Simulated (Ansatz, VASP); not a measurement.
# TaRu2: VASP beside Ansatz

```
Ta Ru
1.0
     2.99294    0.00000    0.00000
    -1.49647    2.59197    0.00000
     0.00000    0.00000    6.22309
Ta Ru
1 2
Cartesian
  0.0000 0.0000 0.0000
  0.0000 1.7280 1.9666
  1.4965 0.8640 4.2565
```

Change from the starting cell: species swapped into the TiS2 type (P-3m1, No. 164).

Alike in both runs: functional PBE; k mesh 6 × 6 × 4; occupations gaussian, width 0.1 eV; no spin polarisation.

Ansatz relaxed the structure, and its values are those at the end. VASP's run is a single point on that final structure, the one shown.

|  | VASP | Ansatz |
| --- | --- | --- |
| version | VASP 6.6.1 | Ansatz 0.2.0 |
| potentials or method | VASP PAW PBE potentials, release 64 (Ta_pv, Ru_pv), cutoff 520 eV | scalar-relativistic, plane waves, PAW |
| valence electrons in the cell | 39 | 45 |

|  | VASP | Ansatz | Ansatz less VASP |
| --- | --- | --- | --- |
| gap on the k mesh at the Fermi level (eV) | none | none | - |
| pressure (GPa) | 0.2 | 0.0 | -0.21 |
| rms of the force components (eV/Å) | 0.033 | 0.011 | -0.0215 |

A gap of «none» marks a metal or a gap that the smearing closes. VASP's potentials hold 39 valence electrons a cell and Ansatz's 45, so a difference there can come from the potentials and not from the codes.

The k mesh is coarse, so the values compare programs but aren't converged. Spin-orbit coupling is off throughout.
